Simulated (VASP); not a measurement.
# C (I4_132) in VASP: a series of runs, part 2 of 2

VASP 6.6.1.

### Step 4. Relaxation of cell and atoms, PBE

INCAR

```
ALGO = Normal
EDIFF = 1E-6
EDIFFG = -0.01
ENCUT = 600
GGA = PE
IBRION = 2
ISIF = 3
ISMEAR = 0
LASPH = True
LCHARG = False
LREAL = False
LWAVE = False
NELM = 100
NSW = 100
PREC = Accurate
SIGMA = 0.1
```

KPOINTS

```
k-points
0
Gamma
  16 16 16
```

POSCAR

```
C
1.0
   -2.0615612112      2.0615612112      2.0615612112
    2.0615612112     -2.0615612112      2.0615612112
    2.0615612112      2.0615612112     -2.0615612112
C
4
Direct
    0.7500000000      0.7500000000      0.7500000000
    0.5000000000      0.0000000000      0.7500000000
    0.0000000000      0.7500000000      0.5000000000
    0.7500000000      0.5000000000      0.0000000000
```

Potentials or basis: VASP PAW PBE potentials, release 64 (C).

The run is started by

```console
cat potpaw_PBE.64/C/POTCAR > POTCAR
mpirun -np 1 vasp_std > vasp.out
```

OUTCAR:

```text
EDIFF = 1E-6
   EDIFFG = -0.01
   ENCUT = 600
   GGA = PE
   IBRION = 2
   ISIF = 3
   ISMEAR = 0
   LASPH = True
   LREAL = False
   NELM = 100
   NSW = 100
   PREC = Accurate

 ion  position               nearest neighbor table
   1  0.750  0.750  0.750-   2 1.46   3 1.46   4 1.46
   2  0.500  0.000  0.750-   1 1.46   4 1.46   3 1.46
   3  0.000  0.750  0.500-   1 1.46   2 1.46   4 1.46
   4  0.750  0.500  0.000-   1 1.46   3 1.46   2 1.46

  LATTYP: Found a body centered cubic cell.
 ALAT       =     4.1231224224

  Lattice vectors:

 A1 = (  -2.0615612112,   2.0615612112,   2.0615612112)
 A2 = (   2.0615612112,  -2.0615612112,   2.0615612112)
 A3 = (   2.0615612112,   2.0615612112,  -2.0615612112)

Analysis of symmetry for initial positions (statically):
=====================================================================
 Subroutine PRICEL returns:
 Original cell was already a primitive cell.

 Routine SETGRP: Setting up the symmetry group for a
 body centered cubic supercell.

 Subroutine GETGRP returns: Found 24 space group operations
 (whereof  3 operations were pure point group operations)
 out of a pool of 48 trial point group operations.

The static configuration has the point symmetry C_3 .
 The point group associated with its full space group is O   .

Analysis of symmetry for dynamics (positions and initial velocities):
=====================================================================
 Subroutine PRICEL returns:
 Original cell was already a primitive cell.

 Routine SETGRP: Setting up the symmetry group for a
 body centered cubic supercell.

 Subroutine GETGRP returns: Found 24 space group operations
 (whereof  3 operations were pure point group operations)
 out of a pool of 48 trial point group operations.

The dynamic configuration has the point symmetry C_3 .
 The point group associated with its full space group is O   .

 Subroutine INISYM returns: Found 24 space group operations
 (whereof  3 operations are pure point group operations),
 and found     1 'primitive' translations

----------------------------------------------------------------------------------------

                                     Primitive cell

  volume of cell :      35.0468

  direct lattice vectors                    reciprocal lattice vectors
    -2.061561211  2.061561211  2.061561211     0.000000000  0.242534637  0.242534637
     2.061561211 -2.061561211  2.061561211     0.242534637  0.000000000  0.242534637
     2.061561211  2.061561211 -2.061561211     0.242534637  0.242534637  0.000000000

  length of vectors
     3.570728761  3.570728761  3.570728761     0.342995773  0.342995773  0.342995773

  position of ions in fractional coordinates (direct lattice)
     0.750000000  0.750000000  0.750000000
     0.500000000  0.000000000  0.750000000
     0.000000000  0.750000000  0.500000000
     0.750000000  0.500000000  0.000000000

  ion indices of the primitive-cell ions
   primitive index   ion index
                 1           1
                 2           2
                 3           3
                 4           4

[... 31 lines left out ...]
  0.187500  0.000000  0.000000     12.000000
  0.250000  0.000000  0.000000     12.000000
  0.312500  0.000000  0.000000     12.000000
[... 16 lines left out ...]
  0.187500  0.187500  0.000000     24.000000
  0.250000  0.187500 -0.000000     48.000000
 [... further k-points ...]
   k-points           NKPTS =    145   k-points in BZ     NKDIM =    145   number of bands    NBANDS=     12
   number of dos      NEDOS =    301   number of ions     NIONS =      4
   total plane-waves  NPLWV =  27000
   dimension x,y,z NGX =    30 NGY =   30 NGZ =   30
   dimension x,y,z NGXF=    60 NGYF=   60 NGZF=   60
   ions per type =               4
   NGX,Y,Z   is equivalent  to a cutoff of  13.97, 13.97, 13.97 a.u.
   NGXF,Y,Z  is equivalent  to a cutoff of  27.93, 27.93, 27.93 a.u.
 SYSTEM =  unknown system
   PREC   = accura    normal or accurate (medium, high low for compatibility)
   ISTART =      0    job   : 0-new  1-cont  2-samecut
   ICHARG =      2    charge: 1-file 2-atom 10-const
   ISPIN  =      1    spin polarized calculation?
   LNONCOLLINEAR =      F non collinear calculations
   LSORBIT =      F    spin-orbit coupling
   LASPH  =      T    aspherical Exc in radial PAW
   ENCUT  =  600.0 eV  44.10 Ry    6.64 a.u.   7.13  7.13  7.13*2*pi/ulx,y,z
   NELM   =    100;   NELMIN=  2; NELMDL= -5     # of ELM steps
   EDIFF  = 0.1E-05   stopping-criterion for ELM
   LREAL  =      F    real-space projection
   EDIFFG = -.1E-01   stopping-criterion for IOM
   NSW    =    100    number of steps for IOM
   IBRION =      2    ionic relax: 0-MD 1-quasi-New 2-CG
   NFREE  =      1    steps in history (QN), initial steepest desc. (CG)
   ISIF   =      3    stress and relaxation
   ISYM   =      2    0-nonsym 1-usesym 2-fastsym
   POTIM  = 0.5000    time-step for ionic-motion
   TEBEG  =    0.0;   TEEND  =   0.0 temperature during run
   PSTRESS=    0.0 pullay stress
   NELECT =      16.0000    total number of electrons
   NUPDOWN=      -1.0000    fix difference up-down
   EMIN   =  10.00;   EMAX   =-10.00  energy-range for DOS
   EFERMI =   0.00;   METHOD = LEGACY
   ISMEAR =     0;   SIGMA  =   0.10  broadening in eV -4-tet -1-fermi 0-gaus
   EFERMI_NEDOS =   21; number of points for ismear=-14 and -15
   IALGO  =     38    algorithm
   IMIX   =      4    mixing-type and parameters
     AMIX     =   0.40;   BMIX     =  1.00
     AMIX_MAG =   1.60;   BMIX_MAG =  1.00
  volume/ion in A,a.u.               =       8.76        59.13
  Fermi-wavevector in a.u.,A,eV,Ry     =   1.260565  2.382123 21.619987  1.589024
  Thomas-Fermi vector in A             =   2.394068
   LORBIT       =      0    0 simple, 1 ext, 2 COOP (PROOUT), +10 PAW based schemes
   GGA     = PE    functional components
   LHFCALC =     F    Hartree Fock is set to
   AEXX    =    0.0000 exact exchange contribution
   IVDW    =     0    specifies the selected vdW correction
   LEPSILON=     F    determine dielectric tensor
   LRPA    =     F    only Hartree local field effects (RPA)
 conjugate gradient relaxation of ions
 non-spin polarized calculation
 Gauss-broadening in eV      SIGMA  =   0.10
  energy-cutoff  :      600.00
  volume of cell :       35.05
 maximum number of plane-waves:      1195
 NGX is ok and might be reduce to    30
   NGX = 15   NGY = 15   NGZ = 15

 number of electron      16.0000002 magnetization

 Free energy of the ion-electron system (eV)
  ---------------------------------------------------
  ext. energy  EPLUGINS =         0.00000000
  ---------------------------------------------------
  free energy    TOTEN  =       -31.70923743 eV

  energy without entropy =      -31.69661680  energy(sigma->0) =      -31.70292712

 E-fermi :   4.4792     XC(G=0): -10.5995

 val. band max:        4.4748164091   @ k =  -0.3125   0.3750   0.1875
 cond. band min:       4.4818501141   @ k =   0.2500   0.1875   0.1250
 fundamental gap:      0.0070337049
 Fermi energy:         4.4792021873

 k-point     1 :       0.0000    0.0000    0.0000
  band No.  band energies     occupation
      1     -14.2856      2.00000
      2      -5.2334      2.00000
      3      -5.2334      2.00000
      4      -5.2334      2.00000
      5      -2.5435      2.00000
      6      -2.5435      2.00000
      7       2.1000      2.00000
      8       2.1000      2.00000
      9       2.1000      2.00000
     10      10.5212      0.00000
     11      11.3178      0.00000
     12      13.7568      0.00000
[... 331 lines left out ...]
 k-point    24 :       0.2500    0.1875   -0.0000
  band No.  band energies     occupation
      1     -12.8780      2.00000
      2      -9.5885      2.00000
      3      -6.4409      2.00000
      4      -4.1125      2.00000
      5      -2.6093      2.00000
      6      -1.4269      2.00000
      7       2.6496      2.00000
      8       4.0107      2.00000
      9       4.6381      0.02462
     10       7.8880      0.00000
     11      12.0853      0.00000
     12      14.4613      0.00000

 [... further k-points ...]
[... 5 lines left out ...]
  --------------------------------------------------------------------------------------
  -------------------------------------------------------------------------------------
  Total       -0.0179106     -0.0179106     -0.0179106      0.0000000      0.0000000     -0.0000000
  in kB       -0.8187886     -0.8187886     -0.8187886      0.0000000      0.0000000     -0.0000000
  external PRESSURE =      -0.8187886 kB  Pullay stress =       0.0000000 kB

 VOLUME and BASIS-vectors are now :
 -----------------------------------------------------------------------------
  energy-cutoff  :      600.00
  volume of cell :       35.05
      direct lattice vectors                 reciprocal lattice vectors
    -2.061561211  2.061561211  2.061561211     0.000000000  0.242534637  0.242534637
     2.061561211 -2.061561211  2.061561211     0.242534637  0.000000000  0.242534637
     2.061561211  2.061561211 -2.061561211     0.242534637  0.242534637  0.000000000

 POSITION                                       TOTAL-FORCE (eV/Angst)
 -----------------------------------------------------------------------------------
      1.54617      1.54617      1.54617         0.000000      0.000000      0.000000
      0.51539      2.57695     -0.51539        -0.000000      0.000000     -0.000000
      2.57695     -0.51539      0.51539         0.000000      0.000000     -0.000000
     -0.51539      0.51539      2.57695         0.000000     -0.000000      0.000000
 -----------------------------------------------------------------------------------
    total drift:                                0.000000     -0.000000      0.000000

  FREE ENERGIE OF THE ION-ELECTRON SYSTEM (eV)
  ---------------------------------------------------
  free  energy   TOTEN  =       -31.7092374336 eV

  energy  without entropy=      -31.6966168019  energy(sigma->0) =      -31.70292712

 reached required accuracy - stopping structural energy minimisation
```

CONTCAR:

```text
C
   1.00000000000000
    -2.0615612111999999    2.0615612111999999    2.0615612111999999
     2.0615612111999999   -2.0615612111999999    2.0615612111999999
     2.0615612111999999    2.0615612111999999   -2.0615612111999999
  C
     4
Direct
     0.7500000000000000    0.7500000000000000    0.7500000000000000
     0.5000000000000000    0.0000000000000000    0.7500000000000000
     0.0000000000000000    0.7500000000000000    0.5000000000000000
     0.7500000000000000    0.5000000000000000    0.0000000000000000

  0.00000000E+00  0.00000000E+00  0.00000000E+00
  0.00000000E+00  0.00000000E+00  0.00000000E+00
  0.00000000E+00  0.00000000E+00  0.00000000E+00
  0.00000000E+00  0.00000000E+00  0.00000000E+00
```

Wall time 37 s (1 thread of Intel Xeon 6975P-C (Granite Rapids), shared host); peak memory 0.19 GiB.

What came out:

```
Free energy             : -31.7092 eV
Pressure after relaxing : -0.1 GPa
Band gap on the k mesh  : zero (band 8 reaches 6.06 eV, above the bottom of band 9 at 2.10 eV)
```

Final structure:
```
C
1.0
    -2.06156    2.06156    2.06156
     2.06156   -2.06156    2.06156
     2.06156    2.06156   -2.06156
C
4
Direct
  0.75000 0.75000 0.75000
  0.50000 0.00000 0.75000
  0.00000 0.75000 0.50000
  0.75000 0.50000 0.00000
```

Caveat: the relaxation stopped at its first step, so nothing moved.

### Step 5. The runs side by side

| task | cell | k mesh | cutoff (eV) | gap on the mesh (eV) | pressure (GPa) |
| --- | --- | --- | --- | --- | --- |
| single point | as given | 6 × 6 × 6 | 520 | none | 0.4 |
| single point | as given | 16 × 16 × 16 | 520 | none | 0.3 |
| relaxation of cell and atoms | relaxed | 16 × 16 × 16 | 600 | none | -0.1 |

Alike in all rows: level PBE; potentials or basis VASP PAW PBE potentials, release 64 (C); no spin polarisation; smearing gaussian 0.1 eV.

Caveats: the relaxation stopped at its first step, so nothing moved (some runs).

Total energies depend on the potentials used, so only differences within one code and one set of settings carry meaning.
